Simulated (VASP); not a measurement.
# Sc (I4/mmm) in VASP: a series of runs

Runs on Sc. Level: LDA. Tasks: single point.

All numbers are computed with VASP 6.6.1; they aren't measurements. Logs are shortened: lines on timing, memory, paths and dates and some standing lists are left out, and cuts for length are marked.

### Step 1. The cell of the first run

The structure is tetragonal, space group I4/mmm (No. 139). The conventional cell has a = 3.211 Å, b = 3.211 Å, c = 4.405 Å, α = 90.00°, β = 90.00°, γ = 90.00°. Within 4.2 Å of Sc (site symmetry 4/mmm) lie 12 Sc at 3.16 to 3.21 Å.

### Step 2. Single point, LDA (strain +0.000 along x and y, -0.030 along z)

File INCAR:

```
SYSTEM = Sc
PREC = Accurate
ENCUT = 520
EDIFF = 1E-6
ISMEAR = 0
SIGMA = 0.15
LREAL = .False.
LASPH = .True.
NELM = 60
ALGO = Fast
ISIF = 2
LWAVE = .False.
LCHARG = .True.
GGA = CA
LELF = .True.
LVHAR = .True.
NBANDS = 12
```

File KPOINTS:

```
Automatic mesh
0
Gamma
  18 18 18
  0 0 0
```

File POSCAR:

```
Sc
1.0
    0.0000000000      2.2705000000      2.2023850000
    2.2705000000      0.0000000000      2.2023850000
    2.2705000000      2.2705000000      0.0000000000
Sc
1
Direct
    0.0000000000      0.0000000000      0.0000000000
```

Potentials or basis: VASP PAW LDA potentials, release 64 (Sc_sv).

On the command line:

```bash
$ cat potpaw_LDA.64/Sc_sv/POTCAR > POTCAR
$ mpirun -np 1 vasp_std > vasp.out
```

OUTCAR:

```text
SYSTEM = Sc
   PREC = Accurate
   ENCUT = 520
   EDIFF = 1E-6
   ISMEAR = 0
   LREAL = .False.
   LASPH = .True.
   NELM = 60
   ISIF = 2
   GGA = CA

 ion  position               nearest neighbor table
   1  0.000  0.000  0.000-

  LATTYP: Found a body centered tetragonal cell.
 ALAT       =     3.2109718934
 C/A-ratio  =     1.3717871555

  Lattice vectors:

 A1 = (   0.0000000000,  -2.2705000000,  -2.2023850000)
 A2 = (   0.0000000000,   2.2705000000,  -2.2023850000)
 A3 = (   2.2705000000,   0.0000000000,   2.2023850000)

Analysis of symmetry for initial positions (statically):
=====================================================================
 Subroutine PRICEL returns:
 Original cell was already a primitive cell.

 Routine SETGRP: Setting up the symmetry group for a
 body centered tetragonal supercell.

 Subroutine GETGRP returns: Found 16 space group operations
 (whereof 16 operations were pure point group operations)
 out of a pool of 16 trial point group operations.

The static configuration has the point symmetry D_4h.

Analysis of symmetry for dynamics (positions and initial velocities):
=====================================================================
 Subroutine PRICEL returns:
 Original cell was already a primitive cell.

 Routine SETGRP: Setting up the symmetry group for a
 body centered tetragonal supercell.

 Subroutine GETGRP returns: Found 16 space group operations
 (whereof 16 operations were pure point group operations)
 out of a pool of 16 trial point group operations.

The dynamic configuration has the point symmetry D_4h.

 Subroutine INISYM returns: Found 16 space group operations
 (whereof 16 operations are pure point group operations),
 and found     1 'primitive' translations

----------------------------------------------------------------------------------------

                                     Primitive cell

  volume of cell :      22.7073

  direct lattice vectors                    reciprocal lattice vectors
     0.000000000  2.270500000  2.202385000    -0.220215811  0.220215811  0.227026610
     2.270500000  0.000000000  2.202385000     0.220215811 -0.220215811  0.227026610
     2.270500000  2.270500000  0.000000000     0.220215811  0.220215811 -0.227026610

  length of vectors
     3.163174029  3.163174029  3.210971893     0.385397313  0.385397313  0.385397313

  position of ions in fractional coordinates (direct lattice)
     0.000000000  0.000000000  0.000000000

  ion indices of the primitive-cell ions
   primitive index   ion index
                 1           1

----------------------------------------------------------------------------------------

 KPOINTS: Automatic mesh

Automatic generation of k-mesh.
 Grid dimensions read from file:
 generate k-points for:   18   18   18

 Generating k-lattice:

  Cartesian coordinates                     Fractional coordinates (reciprocal lattice)
    -0.012234212  0.012234212  0.012612589     0.055555556  0.000000000  0.000000000
     0.012234212 -0.012234212  0.012612589     0.000000000  0.055555556  0.000000000
     0.012234212  0.012234212 -0.012612589    -0.000000000 -0.000000000  0.055555556

  Length of vectors
     0.021410962  0.021410962  0.021410962

  Shift w.r.t. Gamma in fractional coordinates (k-lattice)
     0.000000000  0.000000000  0.000000000

 Subroutine IBZKPT returns following result:
 ===========================================

 Found    480 irreducible k-points:

 Following reciprocal coordinates:
            Coordinates               Weight
  0.000000  0.000000  0.000000      1.000000
  0.055556  0.000000  0.000000      8.000000
  0.111111  0.000000  0.000000      8.000000
  0.166667  0.000000  0.000000      8.000000
  0.222222 -0.000000  0.000000      8.000000
  0.277778  0.000000  0.000000      8.000000
[... 16 lines left out ...]
 -0.277778  0.055556  0.000000      8.000000
 -0.222222  0.055556  0.000000      8.000000
 [... further k-points ...]
   k-points           NKPTS =    480   k-points in BZ     NKDIM =    480   number of bands    NBANDS=     12
   number of dos      NEDOS =    301   number of ions     NIONS =      1
   total plane-waves  NPLWV =  13824
   dimension x,y,z NGX =    24 NGY =   24 NGZ =   24
   dimension x,y,z NGXF=    48 NGYF=   48 NGZF=   48
   ions per type =               1
   NGX,Y,Z   is equivalent  to a cutoff of  12.61, 12.61, 12.43 a.u.
   NGXF,Y,Z  is equivalent  to a cutoff of  25.23, 25.23, 24.85 a.u.
 SYSTEM =  Sc
   PREC   = accura    normal or accurate (medium, high low for compatibility)
   ISTART =      0    job   : 0-new  1-cont  2-samecut
   ICHARG =      2    charge: 1-file 2-atom 10-const
   ISPIN  =      1    spin polarized calculation?
   LNONCOLLINEAR =      F non collinear calculations
   LSORBIT =      F    spin-orbit coupling
   LASPH  =      T    aspherical Exc in radial PAW
   ENCUT  =  520.0 eV  38.22 Ry    6.18 a.u.   5.88  5.88  5.97*2*pi/ulx,y,z
   NELM   =     60;   NELMIN=  2; NELMDL= -5     # of ELM steps
   EDIFF  = 0.1E-05   stopping-criterion for ELM
   LREAL  =      F    real-space projection
   EDIFFG = 0.1E-04   stopping-criterion for IOM
   NSW    =      0    number of steps for IOM
   IBRION =     -1    ionic relax: 0-MD 1-quasi-New 2-CG
   NFREE  =      0    steps in history (QN), initial steepest desc. (CG)
   ISIF   =      2    stress and relaxation
   ISYM   =      2    0-nonsym 1-usesym 2-fastsym
   POTIM  = 0.5000    time-step for ionic-motion
   TEBEG  =    0.0;   TEEND  =   0.0 temperature during run
   PSTRESS=    0.0 pullay stress
   NELECT =      11.0000    total number of electrons
   NUPDOWN=      -1.0000    fix difference up-down
   EMIN   =  10.00;   EMAX   =-10.00  energy-range for DOS
   EFERMI =   0.00;   METHOD = LEGACY
   ISMEAR =     0;   SIGMA  =   0.15  broadening in eV -4-tet -1-fermi 0-gaus
   EFERMI_NEDOS =   21; number of points for ismear=-14 and -15
   IALGO  =     68    algorithm
   IMIX   =      4    mixing-type and parameters
     AMIX     =   0.40;   BMIX     =  1.00
     AMIX_MAG =   1.60;   BMIX_MAG =  1.00
  volume/ion in A,a.u.               =      22.71       153.24
  Fermi-wavevector in a.u.,A,eV,Ry     =   1.285732  2.429680 22.491868  1.653106
  Thomas-Fermi vector in A             =   2.417848
   LORBIT       =      0    0 simple, 1 ext, 2 COOP (PROOUT), +10 PAW based schemes
   GGA     = CA    functional components
   LHFCALC =     F    Hartree Fock is set to
   AEXX    =    0.0000 exact exchange contribution
   IVDW    =     0    specifies the selected vdW correction
   LEPSILON=     F    determine dielectric tensor
   LRPA    =     F    only Hartree local field effects (RPA)
 non-spin polarized calculation
 RMM-DIIS sequential band-by-band and
 Gauss-broadening in eV      SIGMA  =   0.15
  energy-cutoff  :      520.00
  volume of cell :       22.71
 maximum number of plane-waves:       628
   NGX = 11   NGY = 11   NGZ = 11

 number of electron      11.0000001 magnetization

 Free energy of the ion-electron system (eV)
  ---------------------------------------------------
  ext. energy  EPLUGINS =         0.00000000
  ---------------------------------------------------
  free energy    TOTEN  =        -6.69220563 eV

  energy without entropy =       -6.67316723  energy(sigma->0) =       -6.68268643

 E-fermi :   4.0185     XC(G=0): -10.4816

 val. band max:        4.0140873595   @ k =   0.4444   0.1667   0.0000
 cond. band min:       4.0188291511   @ k =   0.4444   0.2778   0.1111
 fundamental gap:      0.0047417916
 Fermi energy:         4.0185189156

 k-point     1 :       0.0000    0.0000    0.0000
  band No.  band energies     occupation
      1     -44.6047      2.00000
      2     -23.2988      2.00000
      3     -23.2988      2.00000
      4     -23.2978      2.00000
      5      -1.2690      2.00000
      6       5.5833      0.00000
      7       5.5833      0.00000
      8       5.7943      0.00000
      9       7.0497      0.00000
     10       7.2999      0.00000
     11      17.0857      0.00000
     12      20.5421      0.00000

 k-point     2 :       0.0556    0.0000    0.0000
  band No.  band energies     occupation
      1     -44.6020      2.00000
      2     -23.3154      2.00000
      3     -23.3013      2.00000
      4     -23.2999      2.00000
      5      -1.1839      2.00000
      6       5.5464      0.00000
      7       5.6158      0.00000
      8       5.7998      0.00000
      9       7.0289      0.00000
     10       7.2729      0.00000
     11      17.1783      0.00000
     12      19.9812      0.00000

 k-point     3 :       0.1111    0.0000    0.0000
  band No.  band energies     occupation
      1     -44.5943      2.00000
      2     -23.3640      2.00000
      3     -23.3084      2.00000
      4     -23.3050      2.00000
      5      -0.9338      2.00000
      6       5.3969      0.00000
      7       5.6985      0.00000
      8       5.8596      0.00000
      9       6.9858      0.00000
     10       7.2082      0.00000
     11      17.3691      0.00000
     12      18.7765      0.00000
[... 286 lines left out ...]
 k-point    23 :      -0.2778    0.0556    0.0000
  band No.  band energies     occupation
      1     -44.5460      2.00000
      2     -23.6462      2.00000
      3     -23.3554      2.00000
      4     -23.3457      2.00000
      5       0.8354      2.00000
      6       4.5698      0.00000
      7       5.7456      0.00000
      8       5.8410      0.00000
      9       7.2157      0.00000
     10       7.6904      0.00000
     11      14.2713      0.00000
     12      17.4945      0.00000

 k-point    24 :      -0.2222    0.0556    0.0000
  band No.  band energies     occupation
      1     -44.5614      2.00000
      2     -23.5555      2.00000
      3     -23.3450      2.00000
      4     -23.3315      2.00000
      5       0.2308      2.00000
      6       4.7803      0.00000
      7       5.8497      0.00000
      8       5.9364      0.00000
      9       6.9297      0.00000
     10       7.4644      0.00000
     11      15.5082      0.00000
     12      17.8206      0.00000

 [... further k-points ...]
[... 5 lines left out ...]
  --------------------------------------------------------------------------------------
  -------------------------------------------------------------------------------------
  Total       -0.1498035     -0.1498035     -0.0179277      0.0000000      0.0000000     -0.0000000
  in kB      -10.5697904    -10.5697904     -1.2649379      0.0000000      0.0000000     -0.0000000
  external PRESSURE =      -7.4681729 kB  Pullay stress =       0.0000000 kB

 VOLUME and BASIS-vectors are now :
 -----------------------------------------------------------------------------
  energy-cutoff  :      520.00
  volume of cell :       22.71
      direct lattice vectors                 reciprocal lattice vectors
     0.000000000  2.270500000  2.202385000    -0.220215811  0.220215811  0.227026610
     2.270500000  0.000000000  2.202385000     0.220215811 -0.220215811  0.227026610
     2.270500000  2.270500000  0.000000000     0.220215811  0.220215811 -0.227026610

 POSITION                                       TOTAL-FORCE (eV/Angst)
 -----------------------------------------------------------------------------------
      0.00000      0.00000      0.00000         0.000000      0.000000      0.000000
 -----------------------------------------------------------------------------------
    total drift:                                0.000000      0.000000      0.000000

  FREE ENERGIE OF THE ION-ELECTRON SYSTEM (eV)
  ---------------------------------------------------
  free  energy   TOTEN  =        -6.6922056294 eV

  energy  without entropy=       -6.6731672302  energy(sigma->0) =       -6.68268643
```

It took 31 s on 1 thread of Intel Xeon 6975P-C (Granite Rapids), shared host; peak memory 0.23 GiB.

Results:

- Free energy: -6.6922 eV
- Pressure: -0.7 GPa

Caveat: the cell differs from its parent crystal (strain +0.000 along x and y, -0.030 along z).

### Step 3. Single point, LDA (strain -0.015 along x and y, +0.000 along z)

File INCAR:

```
  PREC = Accurate
  ENCUT = 520
  EDIFF = 1E-6
  ISMEAR = 0
  SIGMA = 0.15
  LREAL = False
  LASPH = True
  NELM = 80
  ALGO = Normal
  ISIF = 2
  LWAVE = False
  LCHARG = True
  GGA = CA
  LELF = True
  LVHAR = True
  NBANDS = 12
```

File KPOINTS:

```
Automatic mesh
0
Gamma
  18 18 18
```

File POSCAR:

```
Sc
1.0
    0.0000000000      2.2364425000      2.2705000000
    2.2364425000      0.0000000000      2.2705000000
    2.2364425000      2.2364425000      0.0000000000
Sc
1
Direct
    0.0000000000      0.0000000000      0.0000000000
```

Potentials or basis: VASP PAW LDA potentials, release 64 (Sc_sv).

On the command line:

```bash
$ cat potpaw_LDA.64/Sc_sv/POTCAR > POTCAR
$ mpirun -np 1 vasp_std > vasp.out
```

OUTCAR:

```text
PREC = Accurate
   ENCUT = 520
   EDIFF = 1E-6
   ISMEAR = 0
   LREAL = False
   LASPH = True
   NELM = 80
   ISIF = 2
   GGA = CA

 ion  position               nearest neighbor table
   1  0.000  0.000  0.000-

  LATTYP: Found a body centered tetragonal cell.
 ALAT       =     3.1628073150
 C/A-ratio  =     1.4357498095

  Lattice vectors:

 A1 = (  -2.2364425000,   0.0000000000,   2.2705000000)
 A2 = (   2.2364425000,   0.0000000000,   2.2705000000)
 A3 = (   0.0000000000,   2.2364425000,  -2.2705000000)

Analysis of symmetry for initial positions (statically):
=====================================================================
 Subroutine PRICEL returns:
 Original cell was already a primitive cell.

 Routine SETGRP: Setting up the symmetry group for a
 body centered tetragonal supercell.

 Subroutine GETGRP returns: Found 16 space group operations
 (whereof 16 operations were pure point group operations)
 out of a pool of 16 trial point group operations.

The static configuration has the point symmetry D_4h.

Analysis of symmetry for dynamics (positions and initial velocities):
=====================================================================
 Subroutine PRICEL returns:
 Original cell was already a primitive cell.

 Routine SETGRP: Setting up the symmetry group for a
 body centered tetragonal supercell.

 Subroutine GETGRP returns: Found 16 space group operations
 (whereof 16 operations were pure point group operations)
 out of a pool of 16 trial point group operations.

The dynamic configuration has the point symmetry D_4h.

 Subroutine INISYM returns: Found 16 space group operations
 (whereof 16 operations are pure point group operations),
 and found     1 'primitive' translations

----------------------------------------------------------------------------------------

                                     Primitive cell

  volume of cell :      22.7126

[... 107 lines left out ...]
  volume/ion in A,a.u.               =      22.71       153.27
  Fermi-wavevector in a.u.,A,eV,Ry     =   1.285632  2.429493 22.488391  1.652850
  Thomas-Fermi vector in A             =   2.417755
   LORBIT       =      0    0 simple, 1 ext, 2 COOP (PROOUT), +10 PAW based schemes
   GGA     = CA    functional components
   LHFCALC =     F    Hartree Fock is set to
   AEXX    =    0.0000 exact exchange contribution
   IVDW    =     0    specifies the selected vdW correction
   LEPSILON=     F    determine dielectric tensor
   LRPA    =     F    only Hartree local field effects (RPA)
 non-spin polarized calculation
 Gauss-broadening in eV      SIGMA  =   0.15
  energy-cutoff  :      520.00
  volume of cell :       22.71
 maximum number of plane-waves:       636
   NGX = 11   NGY = 11   NGZ = 11

 number of electron      11.0000002 magnetization

 Free energy of the ion-electron system (eV)
  ---------------------------------------------------
  ext. energy  EPLUGINS =         0.00000000
  ---------------------------------------------------
  free energy    TOTEN  =        -6.69318764 eV

  energy without entropy =       -6.67420938  energy(sigma->0) =       -6.68369851

 E-fermi :   4.0167     XC(G=0): -10.4806

 val. band max:        4.0161166543   @ k =  -0.4444   0.2778   0.1667
 cond. band min:       4.0216525385   @ k =  -0.1667   0.2778   0.1667
 fundamental gap:      0.0055358842
 Fermi energy:         4.0167159580

 k-point     1 :       0.0000    0.0000    0.0000
  band No.  band energies     occupation
      1     -44.6059      2.00000
      2     -23.3004      2.00000
      3     -23.2998      2.00000
      4     -23.2998      2.00000
      5      -1.2702      2.00000
      6       5.5771      0.00000
      7       5.6857      0.00000
      8       5.6857      0.00000
      9       7.1125      0.00000
     10       7.2421      0.00000
     11      17.0733      0.00000
     12      20.5423      0.00000
[... 331 lines left out ...]
 k-point    24 :      -0.2222    0.0556    0.0000
  band No.  band energies     occupation
      1     -44.5619      2.00000
      2     -23.5642      2.00000
      3     -23.3523      2.00000
      4     -23.3245      2.00000
      5       0.2510      2.00000
      6       4.7672      0.00000
      7       5.7881      0.00000
      8       5.9964      0.00000
      9       7.0003      0.00000
     10       7.4070      0.00000
     11      15.4420      0.00000
     12      17.7252      0.00000

 [... further k-points ...]
[... 5 lines left out ...]
  --------------------------------------------------------------------------------------
  -------------------------------------------------------------------------------------
  Total       -0.0848875     -0.0848875     -0.1559699      0.0000000     -0.0000000      0.0000000
  in kB       -5.9880741     -5.9880741    -11.0023230      0.0000000     -0.0000000      0.0000000
  external PRESSURE =      -7.6594904 kB  Pullay stress =       0.0000000 kB

 VOLUME and BASIS-vectors are now :
 -----------------------------------------------------------------------------
  energy-cutoff  :      520.00
  volume of cell :       22.71
      direct lattice vectors                 reciprocal lattice vectors
     0.000000000  2.236442500  2.270500000    -0.223569352  0.223569352  0.220215811
     2.236442500  0.000000000  2.270500000     0.223569352 -0.223569352  0.220215811
     2.236442500  2.236442500  0.000000000     0.223569352  0.223569352 -0.220215811

 POSITION                                       TOTAL-FORCE (eV/Angst)
 -----------------------------------------------------------------------------------
      0.00000      0.00000      0.00000         0.000000      0.000000      0.000000
 -----------------------------------------------------------------------------------
    total drift:                                0.000000      0.000000     -0.000000

  FREE ENERGIE OF THE ION-ELECTRON SYSTEM (eV)
  ---------------------------------------------------
  free  energy   TOTEN  =        -6.6931876381 eV

  energy  without entropy=       -6.6742093761  energy(sigma->0) =       -6.68369851
```

It took 27 s on 1 thread of Intel Xeon 6975P-C (Granite Rapids), shared host; peak memory 0.22 GiB.

Results:

```
Free energy : -6.6932 eV
Pressure    : -0.8 GPa
```

Caveat: the cell differs from its parent crystal (strain -0.015 along x and y, +0.000 along z).

[end of part 1 of 2]
